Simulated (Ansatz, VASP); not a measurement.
**PtS2 in VASP and in Ansatz**

File INCAR:

```
PREC = Accurate
ENCUT = 520
EDIFF = 1E-6
ISMEAR = 0
SIGMA = 0.05
LREAL = False
LASPH = True
NELM = 60
ALGO = Normal
ISIF = 2
LWAVE = False
LCHARG = False
LDIPOL = True
IDIPOL = 3
DIPOL = 0.5 0.5 0.376
GGA = PE
IVDW = 12
NBANDS = 31
```

KPOINTS

```
regular mesh
0
Gamma
  9 9 1
```

The input POSCAR:

```
PtS2
1.0
    3.5415278079      0.0000000000      0.0000000000
   -1.7707639039      3.0670530498      0.0000000000
    0.0000000000      0.0000000000     22.4670615492
S Pt
4 2
Direct
    0.6666666667      0.3333333333      0.2002932155
    0.3333333333      0.6666666667      0.3108341854
    0.3333333333      0.6666666667      0.4416924195
    0.6666666667      0.3333333333      0.5522333894
    0.0000000000      0.0000000000      0.2555637004
    1.0000000000      1.0000000000      0.4969629044
```

Input for Ansatz:

```yaml
crystal:
  lattice:
    - [3.5415278079, 0.0, 0.0]
    - [-1.7707639039, 3.0670530498, 0.0]
    - [0.0, 0.0, 22.4670615492]
  atoms:
    - { symbol: S, position: [0.6666666667, 0.3333333333, 0.2002932155] }
    - { symbol: Pt, position: [0.0, 0.0, 0.2555637004] }
    - { symbol: S, position: [0.3333333333, 0.6666666667, 0.3108341854] }
    - { symbol: S, position: [0.3333333333, 0.6666666667, 0.4416924195] }
    - { symbol: Pt, position: [1.0, 1.0, 0.4969629044] }
    - { symbol: S, position: [0.6666666667, 0.3333333333, 0.5522333894] }
basis:
  ecutwfc: 420
kpoints:
  mp_grid: { grid: [9, 9, 1] }
hamiltonian:
  xc: pbe
  pseudopotentials: { kind: paw, azcp: { folder: soft_1 } }
  dispersion: d3bj
scf:
  occupations: { method: gaussian, width: 0.05 }
output:
  forces: true
  eigenvalues: true
efield:
  axis: 3
  dipole_correction: true
  ramp_width: 0.04
```

Alike in both runs: task single point; functional PBE; dispersion D3(BJ); k mesh 9 × 9 × 1; occupations gaussian, width 0.05 eV; no spin polarisation.

```csv
,VASP,Ansatz
version,VASP 6.6.1,Ansatz 0.2.0
potentials or method,"VASP PAW PBE potentials, release 64 (S, Pt), cutoff 520 eV","scalar-relativistic, plane waves, PAW"
valence electrons in the cell,44,60
```

```csv
,VASP,Ansatz,Ansatz less VASP
gap on the k mesh at the Fermi level (eV),0.81,0.80,-0.011
least direct gap on the mesh (eV),0.99,0.97,-0.011
rms of the force components (eV/Å),0.206,0.192,-0.0134
```

VASP's potentials hold 44 valence electrons a cell and Ansatz's 60, so a difference there can come from the potentials and not from the codes.

Spin-orbit coupling is off throughout.
